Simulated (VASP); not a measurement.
# Si16O (a cell with a defect) in VASP: single point with LDA

Aim: the single point of Si16O (a cell with a defect) with LDA.

Everything below comes from runs of VASP 6.6.1. Logs are shortened: lines on timing, memory, paths and dates and some standing lists are left out, and cuts for length are marked.

## (1) The cell of the first run

The cell holds a defect, 17 atoms: a = 7.679 Å, b = 7.679 Å, c = 7.679 Å, α = 60.00°, β = 60.00°, γ = 60.00°.

## (2) Single point, LDA, collinear spin, ferromagnetic start

INCAR reads:

```
  ALGO = Normal
  EDIFF = 1E-6
  ENCUT = 520
  GGA = CA
  ISIF = 2
  ISMEAR = -1
  ISPIN = 2
  LASPH = T
  LCHARG = F
  LORBIT = 11
  LREAL = Auto
  LWAVE = F
  MAGMOM = 0 0 0 0 0 0 0 0 0 0 0 0 0 0 0 0 1
  NBANDS = 53
  NELM = 150
  PREC = Accurate
  SIGMA = 0.02
```

KPOINTS reads:

```
k-points
0
Gamma
  2 2 2
```

POSCAR reads:

```
Si16O
1.0
    0.0000000000      5.4300000000      5.4300000000
    5.4300000000      0.0000000000      5.4300000000
    5.4300000000      5.4300000000      0.0000000000
Si O
16 1
Direct
   -0.0126979742      0.0088121547      0.0366574586
    0.1204604052      0.1298342541      0.1611602210
    0.0248895028     -0.0152762431      0.5379281768
    0.1305709024      0.1234622468      0.6475690608
   -0.0794383057      0.5329926335      0.0758655617
    0.1363996317      0.6480018416      0.1142081031
   -0.0254604052      0.4950552486      0.5021639042
    0.1122283610      0.6242909761      0.6248066298
    0.5093830571      0.0189410681      0.0126979742
    0.6179005525      0.1681952118      0.1378453039
    0.4895027624     -0.0311418048      0.5152302026
    0.6451749540      0.0906813996      0.6343646409
    0.4880110497      0.5460773481      0.0058011050
    0.5695672192      0.6320534070      0.1980018416
    0.4794935543      0.4487937385      0.5468968692
    0.5999907919      0.6007826888      0.6456813996
    0.9681767956      0.4645303867      0.8913627993
```

Potentials or basis: VASP PAW LDA potentials, release 64 (Si, O).

On the command line:

```bash
> cat potpaw_LDA.64/Si/POTCAR potpaw_LDA.64/O/POTCAR > POTCAR
> mpirun -np 1 vasp_std > vasp.out
```

OUTCAR:

```text
EDIFF = 1E-6
   ENCUT = 520
   GGA = CA
   ISIF = 2
   ISMEAR = -1
   ISPIN = 2
   LASPH = T
   LORBIT = 11
   LREAL = Auto
   NELM = 150
   PREC = Accurate

 ion  position               nearest neighbor table
   1  0.987  0.009  0.037-   6 2.28  10 2.33   2 2.37   4 2.44
   2  0.120  0.130  0.161-   3 2.37   1 2.37   9 2.44  17 2.52   5 2.57
   3  0.025  0.985  0.538-   4 2.22   8 2.30   2 2.37  12 2.40
   4  0.131  0.123  0.648-   3 2.22  11 2.27   7 2.36   1 2.44
   5  0.921  0.533  0.076-  17 1.57  14 2.20   6 2.41   2 2.57   8 2.86
   6  0.136  0.648  0.114-  13 2.21   1 2.28   5 2.41   7 2.46
   7  0.975  0.495  0.502-  16 2.35   4 2.36   8 2.44   6 2.46
   8  0.112  0.624  0.625-  17 1.87   3 2.30  15 2.33   7 2.44   5 2.86
   9  0.509  0.019  0.013-  12 2.40  10 2.41   2 2.44  14 2.47
  10  0.618  0.168  0.138-   1 2.33  13 2.37   9 2.41  11 2.44
  11  0.490  0.969  0.515-   4 2.27  16 2.31  10 2.44  12 2.49
  12  0.645  0.091  0.634-  15 2.27   9 2.40   3 2.40  11 2.49
  13  0.488  0.546  0.006-   6 2.21  14 2.31  16 2.32  10 2.37
  14  0.570  0.632  0.198-   5 2.20  15 2.23  13 2.31   9 2.47
  15  0.479  0.449  0.547-  14 2.23  12 2.27   8 2.33  16 2.34
  16  0.600  0.601  0.646-  11 2.31  13 2.32  15 2.34   7 2.35
  17  0.968  0.465  0.891-   5 1.57   8 1.87   2 2.52

  LATTYP: Found a face centered cubic cell.
 ALAT       =    10.8600000000

  Lattice vectors:

 A1 = (   0.0000000000,   5.4300000000,   5.4300000000)
 A2 = (   5.4300000000,   0.0000000000,   5.4300000000)
 A3 = (   5.4300000000,   5.4300000000,   0.0000000000)

Analysis of symmetry for initial positions (statically):
=====================================================================
 Subroutine PRICEL returns:
 Original cell was already a primitive cell.

 Routine SETGRP: Setting up the symmetry group for a
 face centered cubic supercell.

 Subroutine GETGRP returns: Found  1 space group operations
 (whereof  1 operations were pure point group operations)
 out of a pool of 48 trial point group operations.

The static configuration has the point symmetry C_1 .

Analysis of symmetry for dynamics (positions and initial velocities):
=====================================================================
 Subroutine PRICEL returns:
 Original cell was already a primitive cell.

 Routine SETGRP: Setting up the symmetry group for a
 face centered cubic supercell.

 Subroutine GETGRP returns: Found  1 space group operations
 (whereof  1 operations were pure point group operations)
 out of a pool of 48 trial point group operations.

The dynamic configuration has the point symmetry C_1 .

Analysis of structural, dynamic, and magnetic symmetry:
[... 169 lines left out ...]
  ---------------------------------------------------
  free energy    TOTEN  =       -99.65489407 eV

  energy without entropy =      -99.65419329  energy(sigma->0) =      -99.65454368

 E-fermi :   6.2558     XC(G=0):  -9.7684

 val. band max:        6.1690141748   @ k =   0.0000   0.0000   0.0000
 cond. band min:       6.3436548458   @ k =   0.0000   0.0000   0.5000
 fundamental gap:      0.1746406710
 Fermi energy:         6.2558205344

 spin component 1

 k-point     1 :       0.0000    0.0000    0.0000
  band No.  band energies     occupation
      1     -14.4606      1.00000
      2      -5.9484      1.00000
      3      -4.2798      1.00000
      4      -3.9430      1.00000
      5      -3.7256      1.00000
      6      -3.2218      1.00000
[... 389 lines left out ...]
     46       9.8902      0.00000
     47       9.9961      0.00000
 Fermi energy:         6.2558205344

 spin component 2

 k-point     1 :       0.0000    0.0000    0.0000
  band No.  band energies     occupation
      1     -14.4606      1.00000
      2      -5.9484      1.00000
      3      -4.2798      1.00000
      4      -3.9430      1.00000
      5      -3.7256      1.00000
      6      -3.2218      1.00000
[... 389 lines left out ...]
     46       9.8902      0.00000
     47       9.9961      0.00000
 [bands above 47 left out]

------------------------ aborting loop because EDIFF is reached ----------------------------------------

  FORCE on cell =-STRESS in cart. coord.  units (eV):
  Direction    XX          YY          ZZ          XY          YZ          ZX
  --------------------------------------------------------------------------------------
  -------------------------------------------------------------------------------------
  Total        5.1422101      1.7165738     -3.7766680      0.3145750      0.1141034     -2.4327795
  in kB       25.7294746      8.5890193    -18.8968715      1.5740021      0.5709258    -12.1726139
  external PRESSURE =       5.1405408 kB  Pullay stress =       0.0000000 kB

 VOLUME and BASIS-vectors are now :
 -----------------------------------------------------------------------------
  energy-cutoff  :      520.00
  volume of cell :      320.21
      direct lattice vectors                 reciprocal lattice vectors
     0.000000000  5.430000000  5.430000000    -0.092081031  0.092081031  0.092081031
     5.430000000  0.000000000  5.430000000     0.092081031 -0.092081031  0.092081031
     5.430000000  5.430000000  0.000000000     0.092081031  0.092081031 -0.092081031

 POSITION                                       TOTAL-FORCE (eV/Angst)
 -----------------------------------------------------------------------------------
      0.24690      5.56010      5.40890         0.152805     -0.335421      1.309612
      1.58010      1.52920      1.35910         0.272913      0.566909      0.074719
      8.26800      3.05610      5.48220        -0.484569     -1.405765     -1.046516
      4.18670      4.22530      1.37940         1.575476      0.490243     -0.211292
      3.30610      5.41060      7.89280         1.387831      3.829607      0.493608
      4.13880      1.36080      4.25930         0.888102     -1.128052     -2.453982
[... 9 lines left out ...]
      6.76830      6.76400      6.52020        -0.215821      0.195579      0.575412
      7.36250     10.09730      7.77960        -3.395385     -2.822800      2.557411
 -----------------------------------------------------------------------------------
    total drift:                                0.000487     -0.002969      0.003450

  FREE ENERGIE OF THE ION-ELECTRON SYSTEM (eV)
  ---------------------------------------------------
  free  energy   TOTEN  =       -99.6548940733 eV

  energy  without entropy=      -99.6541932872  energy(sigma->0) =      -99.65454368

 total charge

# of ion       s       p       d       tot
------------------------------------------
    1        0.753   0.945   0.000   1.698
    2        0.782   0.862   0.000   1.644
    3        0.762   0.968   0.000   1.729
    4        0.751   0.980   0.000   1.731
    5        0.773   0.960   0.000   1.733
    6        0.759   0.960   0.000   1.719
[... 9 lines left out ...]
   16        0.753   0.957   0.000   1.710
   17        1.580   3.534   0.000   5.114
--------------------------------------------------
tot         13.731  18.584   0.000  32.315

 magnetization (x)

# of ion       s       p       d       tot
------------------------------------------
    1       -0.000  -0.000   0.000  -0.000
    2       -0.000  -0.000   0.000  -0.000
    3        0.000   0.000   0.000   0.000
    4        0.000  -0.000   0.000   0.000
    5       -0.000  -0.000   0.000  -0.000
    6        0.000   0.000   0.000   0.000
[... 9 lines left out ...]
   16        0.000   0.000   0.000   0.000
   17        0.000   0.000   0.000   0.000
--------------------------------------------------
tot          0.000   0.000   0.000   0.000
```

OSZICAR:

```text
N       E                     dE             d eps       ncg     rms          rms(c)
DAV:   1     0.183457719543E+03    0.18346E+03   -0.27030E+04  1696   0.109E+03
DAV:   2    -0.825199251259E+02   -0.26598E+03   -0.25004E+03  2023   0.175E+02
DAV:   3    -0.102795680084E+03   -0.20276E+02   -0.19932E+02  2139   0.453E+01
DAV:   4    -0.103219590563E+03   -0.42391E+00   -0.42214E+00  2144   0.777E+00
DAV:   5    -0.103229227273E+03   -0.96367E-02   -0.96295E-02  2187   0.110E+00    0.180E+01
DAV:   6    -0.100065662395E+03    0.31636E+01   -0.79596E+00  2480   0.152E+01    0.103E+01
DAV:   7    -0.998104556517E+02    0.25521E+00   -0.35899E+00  1910   0.612E+00    0.481E+00
DAV:   8    -0.996894813776E+02    0.12097E+00   -0.98382E-01  2256   0.451E+00    0.220E+00
DAV:   9    -0.996565478744E+02    0.32934E-01   -0.17749E-01  2144   0.202E+00    0.953E-01
DAV:  10    -0.996553341350E+02    0.12137E-02   -0.14281E-01  1984   0.147E+00    0.438E-01
DAV:  11    -0.996552582591E+02    0.75876E-04   -0.14033E-02  1931   0.479E-01    0.292E-01
DAV:  12    -0.996548504497E+02    0.40781E-03   -0.42415E-03  2048   0.254E-01    0.113E-01
DAV:  13    -0.996549110974E+02   -0.60648E-04   -0.39544E-04  2006   0.795E-02    0.575E-02
DAV:  14    -0.996549018516E+02    0.92459E-05   -0.22087E-05  2248   0.233E-02    0.300E-02
DAV:  15    -0.996548930080E+02    0.88436E-05   -0.70476E-05  1936   0.354E-02    0.675E-03
DAV:  16    -0.996548940763E+02   -0.10683E-05   -0.10670E-05  1928   0.121E-02    0.493E-03
DAV:  17    -0.996548940733E+02    0.29941E-08   -0.19995E-07  1112   0.174E-03
   1 F= -.99654894E+02 E0= -.99654544E+02  d E =-.700786E-03  mag=     0.0000
```

stdout:

```text
POSCAR found type information on POSCAR SiO
 POSCAR found :  2 types and      17 ions
 scaLAPACK will be used
 LDA part: xc-table for (Slater(with rela. corr.)+CA(PZ))
 , standard interpolation
 POSCAR, INCAR and KPOINTS ok, starting setup
 FFT: planning ... GRIDC
 FFT: planning ... GRID_SOFT
 FFT: planning ... GRID
 WAVECAR not read
 entering main loop
```

It took 16 min on 1 thread of Oxide Virtual Turin-like, shared host; peak memory 0.45 GiB.

What came out:

| Item | Value |
| --- | --- |
| Free energy | -99.6549 eV |
| Pressure | 0.5 GPa |
| Largest force | 5.103 eV/Å |
| Band gap on the k mesh | zero (filled and empty bands overlap) |
| Net moment | 0.00 μB per cell |
| Valence electrons inside the program's atomic spheres | Si 1.70, 1.64, 1.73, 1.72, 1.67, 1.62, 1.65, 1.68, 1.69, 1.74, 1.76, 1.75, 1.71 (each value once); O 5.11 |

Forces on the atoms (eV/Å):
```
Si   0.153 -0.335  1.310
Si   0.273  0.567  0.075
Si  -0.485 -1.406 -1.047
Si   1.575  0.490 -0.211
Si   1.388  3.830  0.494
Si   0.888 -1.128 -2.454
Si  -0.371  0.056  1.284
Si  -0.579  0.262 -2.320
Si   0.388 -0.315 -0.566
Si  -0.593  0.066 -1.214
Si   0.355  0.255  1.917
Si  -0.431  0.667 -0.967
Si  -1.154  1.094 -0.119
Si   1.054 -1.560  1.058
Si   1.152  0.085 -0.373
Si  -0.216  0.196  0.575
O   -3.395 -2.823  2.557
```

Stress tensor (GPa, compression positive):
```
 2.57  0.16 -1.22
 0.16  0.86  0.06
-1.22  0.06 -1.89
```

Levels at points of the mesh, in eV from the Fermi level:
Spin up:
| k point | band 31 | band 32 | band 33 | band 34 | band 35 | band 36 | band 37 | band 38 | band 39 | band 40 |
| --- | --- | --- | --- | --- | --- | --- | --- | --- | --- | --- |
| (0.00, 0.00, 0.00) | -1.28 | -1.09 | -0.51 | -0.48 | -0.30 | -0.09 | 0.15 | 0.27 | 0.31 | 0.68 |
| (0.50, 0.00, 0.00) | -1.85 | -1.38 | -1.29 | -1.02 | -0.61 | 0.58 | 0.61 | 0.96 | 1.21 | 1.33 |
| (0.00, 0.50, 0.00) | -1.84 | -1.46 | -1.04 | -0.78 | -0.68 | 0.44 | 0.61 | 0.96 | 1.09 | 1.44 |
| (0.00, 0.00, 0.50) | -1.84 | -1.30 | -1.14 | -0.89 | 0.09 | 0.55 | 0.67 | 0.79 | 0.97 | 1.09 |
| (0.50, 0.50, 0.50) | -1.87 | -1.48 | -1.26 | -0.82 | -0.49 | 0.44 | 0.76 | 1.01 | 1.14 | 1.25 |
| (0.50, 0.50, 0.00) | -1.91 | -1.74 | -1.59 | -1.46 | -0.27 | 0.41 | 0.92 | 1.29 | 1.61 | 1.74 |
| (0.00, 0.50, 0.50) | -1.76 | -1.66 | -1.59 | -1.29 | -1.10 | 0.61 | 0.88 | 1.50 | 1.61 | 1.75 |
| (0.50, 0.00, 0.50) | -1.79 | -1.66 | -1.52 | -1.20 | -0.65 | 0.80 | 1.08 | 1.57 | 1.77 | 1.92 |
Spin down:
```
           k point  band 31  band 32  band 33  band 34  band 35  band 36  band 37  band 38  band 39  band 40
(0.00, 0.00, 0.00)    -1.28    -1.09    -0.51    -0.48    -0.30    -0.09     0.15     0.27     0.31     0.68
(0.50, 0.00, 0.00)    -1.85    -1.38    -1.29    -1.02    -0.61     0.58     0.61     0.96     1.21     1.33
(0.00, 0.50, 0.00)    -1.84    -1.46    -1.04    -0.78    -0.68     0.44     0.61     0.96     1.09     1.44
(0.00, 0.00, 0.50)    -1.84    -1.30    -1.14    -0.89     0.09     0.55     0.67     0.79     0.97     1.09
(0.50, 0.50, 0.50)    -1.87    -1.48    -1.26    -0.82    -0.49     0.44     0.76     1.01     1.14     1.25
(0.50, 0.50, 0.00)    -1.91    -1.74    -1.59    -1.46    -0.27     0.41     0.92     1.29     1.61     1.74
(0.00, 0.50, 0.50)    -1.76    -1.66    -1.59    -1.29    -1.10     0.61     0.88     1.50     1.61     1.75
(0.50, 0.00, 0.50)    -1.79    -1.66    -1.52    -1.20    -0.65     0.80     1.08     1.57     1.77     1.92
```

Caveat: the k points lie up to 0.50 Å⁻¹ apart; the atoms stand as in a frame of molecular dynamics.

The gap in the log of VASP goes by the Fermi energy; the results here count the filled bands.